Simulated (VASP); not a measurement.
Here is a VASP 6.6.1 calculation.

The input POSCAR:

```
As
1.0
    1.8120604216      1.0461935722      5.1306455838
   -1.8120604216      1.0461935722      5.1306455838
    0.0000000000     -2.0923871445      5.1306455838
As
2
Direct
    0.7885552421      0.7885552421      0.7885552421
    0.2114447579      0.2114447579      0.2114447579
```

The input INCAR.step1:

```
PREC = Accurate
ENCUT = 600
ISMEAR = 0
SIGMA = 0.02
LREAL = F
LASPH = T
NELM = 60
GGA = PE
ALGO = Normal
EDIFF = 1E-4
LWAVE = T
LCHARG = F
```

INCAR.step2

```
PREC = Accurate
ENCUT = 600
EDIFF = 1E-7
ISMEAR = 0
SIGMA = 0.02
LREAL = F
LASPH = T
NELM = 60
ALGO = Normal
ISIF = 4
LWAVE = F
LCHARG = F
METAGGA = R2SCAN
LMIXTAU = T
IBRION = 2
NSW = 50
EDIFFG = -0.01
ISTART = 1
```

The input KPOINTS:

```
regular mesh
0
Gamma
  9 9 9
```

Potentials or basis: VASP PAW PBE potentials, release 64 (As).

Run with:

```console
$ cat potpaw_PBE.64/As/POTCAR > POTCAR
$ cp INCAR.step1 INCAR
$ mpirun -np 1 vasp_std > vasp.out
$ cp INCAR.step2 INCAR
$ mpirun -np 1 vasp_std > vasp.out
```

Question: What does it give for the band gap on the k mesh?

Answer: 0.86 eV (least direct gap 1.59 eV).

Forces in eV/Å, atoms in the order of the input:
```
As   0.000  0.000 -0.004
As   0.000  0.000  0.004
```

Caveat: the PAW data sets were made with another functional, which shifts forces and pressure a little. A k mesh can miss the band edges.
